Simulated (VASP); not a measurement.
Set up this calculation in VASP 6.6.1, as the native input.

```yaml
Task: electric field gradients
Functional: PBE
Potentials_or_basis: VASP PAW PBE potentials, release 64 (Ti_sv)
Cutoff: 520 eV
k_mesh: 14 × 14 × 14
Occupations: fermi-dirac, width 0.05 eV
Spin: no spin polarisation
Dipole_correction: no
Further_INCAR_settings: ALGO = Normal; EDIFF = 1e-08; NBANDS = 12
```

The structure of Ti lies in POSCAR:

```
Ti
1.0
   -1.6188216056      1.6188216056      1.6188216056
    1.6188216056     -1.6188216056      1.6188216056
    1.6188216056      1.6188216056     -1.6188216056
Ti
1
Direct
    0.0000000000      0.0000000000      0.0000000000
```

This cell differs from its parent crystal: volume scaled by 0.96.

One way to write it, as run:

INCAR

```
PREC = Accurate
ENCUT = 520
EDIFF = 1E-8
ISMEAR = -1
SIGMA = 0.05
LREAL = F
LASPH = T
NELM = 100
ALGO = Normal
ISIF = 2
LWAVE = F
LCHARG = F
GGA = PE
LEFG = T
NBANDS = 12
```

KPOINTS

```
regular mesh
0
Gamma
  14 14 14
```

Potentials or basis: VASP PAW PBE potentials, release 64 (Ti_sv).

The run is started by

```console
$ cat potpaw_PBE.64/Ti_sv/POTCAR > POTCAR
$ mpirun -np 1 vasp_std > vasp.out
```

It gave:

* Pressure: 1.6 GPa
* Band gap on the k mesh: zero (band 6 reaches 9.34 eV, above the bottom of band 7 at 7.67 eV)

Caveat: without QUAD_EFG the Cq values of the log hold for a quadrupole moment of 1 mb, not for the nuclei.

Wall time 37 s on 1 thread of Intel Xeon 8259CL, with other jobs on the host, peak memory 0.15 GiB.
